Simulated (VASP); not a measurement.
Here is a VASP 6.6.1 calculation.

Contents of INCAR:

```
PREC = Accurate
ENCUT = 520
EDIFF = 1E-6
ISMEAR = 0
SIGMA = 0.1
LREAL = F
LASPH = T
NELM = 100
ALGO = Normal
ISIF = 2
LWAVE = F
LCHARG = F
GGA = PE
IVDW = 12
NBANDS = 19
```

The input KPOINTS:

```
regular mesh
0
Gamma
  12 12 4
```

POSCAR

```
Be2TeS2
1.0
    3.2930490973      0.0000000000      0.0000000000
    0.0000000000      3.2930490973      0.0000000000
    0.0000000000      0.0000000000      9.8589184955
Be Te S
2 1 2
Direct
    0.0000000000      0.0000000000      0.0000000000
    0.5000000000      0.5000000000      0.0000000000
    0.5000000000      0.5000000000      0.5000000000
    0.5000000000      0.0000000000      0.8711814135
    0.0000000000      0.5000000000      0.1288185865
```

Potentials or basis: VASP PAW PBE potentials, release 64 (Be, Te, S).

Run with:

```console
$ cat potpaw_PBE.64/Be/POTCAR potpaw_PBE.64/Te/POTCAR potpaw_PBE.64/S/POTCAR > POTCAR
$ mpirun -np 1 vasp_std > vasp.out
```

Task: What does it give for the dispersion energy per atom?

Result: -0.281 eV.

Task: Predict the pressure.

Result: -0.1 GPa.

Task: Estimate the largest force.

Result: 0.008 eV/Å.

Task: Predict the band gap on the k mesh.

Result: Zero (bands 11 and 12 overlap by 2.95 eV).

Forces on the atoms (eV/Å):
```
Be   0.000  0.000  0.000
Be   0.000  0.000  0.000
Te   0.000  0.000  0.000
S    0.000  0.000  0.008
S    0.000  0.000 -0.008
```

Caveat: spin-orbit coupling is left out, which moves the levels of the heavy elements.
